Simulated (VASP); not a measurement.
Input of a VASP 6.6.1 run:

The input INCAR:

```
SYSTEM = Ta2N
PREC = Accurate ; ENCUT = 520
EDIFF = 1E-6 ; ISMEAR = 0
SIGMA = 0.1 ; LREAL = .False.
LASPH = .True. ; NELM = 80
ALGO = Fast ; ISIF = 2
LWAVE = .False. ; LCHARG = .False.
GGA = PS ; NBANDS = 50
```

The input KPOINTS:

```
Automatic mesh
0
Gamma
  12 12 12
  0 0 0
```

File POSCAR:

```
Ta2N
1.0
    5.2965720514      0.0000000000      0.0000000000
   -2.6482860257      4.5869659495      0.0000000000
    0.0000000000      0.0000000000      4.9391825701
Ta N
6 3
Direct
    0.6663616700      0.6663616700      0.7536182600
    0.0000000000      0.3336383300      0.7536182600
    0.3336383300      0.0000000000      0.7536182600
    0.3336383300      0.3336383300      0.2463817400
    0.0000000000      0.6663616700      0.2463817400
    0.6663616700      0.0000000000      0.2463817400
    0.6666666667      0.3333333333      0.5000000000
    0.3333333333      0.6666666667      0.5000000000
    0.0000000000      0.0000000000      0.0000000000
```

Potentials or basis: VASP PAW PBE potentials, release 64 (Ta_pv, N).

Run with:

```bash
$ cat potpaw_PBE.64/Ta_pv/POTCAR potpaw_PBE.64/N/POTCAR > POTCAR
$ mpirun -np 1 vasp_std > vasp.out
```

Task: Predict the pressure.

Result: -4.7 GPa.

Task: What does it give for the band gap on the k mesh?

Result: Zero (an odd number of electrons rules out a gap without spin polarisation).

Task: What does it give for the largest force?

Result: 0.120 eV/Å.

Forces in eV/Å, atoms in the order of the input:
```
Ta   0.016  0.027 -0.116
Ta   0.016 -0.027 -0.116
Ta  -0.032  0.000 -0.116
Ta  -0.016 -0.027  0.116
Ta  -0.016  0.027  0.116
Ta   0.032  0.000  0.116
N    0.000  0.000  0.000
N    0.000  0.000  0.000
N    0.000  0.000  0.000
```

Caveat: the cell stands under tension; the PAW data sets were made with another functional, which shifts forces and pressure a little; spin-orbit coupling is left out, which moves the levels of the heavy elements.
